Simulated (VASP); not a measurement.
A run of VASP 6.6.1:

Contents of INCAR:

```
ALGO = Normal ; EDIFF = 1E-6
EDIFFG = -0.02 ; ENCUT = 520
GGA = PE ; IBRION = 2
ISIF = 2 ; ISMEAR = -1
ISPIN = 2 ; KPAR = 4
LASPH = True ; LCHARG = False
LMAXMIX = 4 ; LORBIT = 11
LREAL = False ; LWAVE = False
MAGMOM = 2 0 ; NELM = 150
NSW = 80 ; PREC = Accurate
SIGMA = 0.05
```

File KPOINTS:

```
k-points
0
Gamma
  19 19 19
```

Contents of POSCAR:

```
NiO
1.0
    0.0000000000      2.0522622853      2.0522622853
    2.0522622853      0.0000000000      2.0522622853
    2.0522622853      2.0522622853      0.0000000000
Ni O
1 1
Direct
    0.0000000000      0.0000000000      0.0000000000
    0.5000000000      0.5000000000      0.5000000000
```

Potentials or basis: VASP PAW PBE potentials, release 64 (Ni, O).

Run with:

```bash
$ cat potpaw_PBE.64/Ni/POTCAR potpaw_PBE.64/O/POTCAR > POTCAR
$ mpirun -np 4 vasp_std > vasp.out
```

Hardware: 4 MPI ranks on AMD EPYC 7571, on a shared host.

Problem. Estimate the wall time of this run.

Solution. Wall time 78 s on 4 MPI ranks on AMD EPYC 7571 (shared host), peak memory 0.18 GiB a rank. Counts: scf iterations 15, k points 220, ion steps 1.
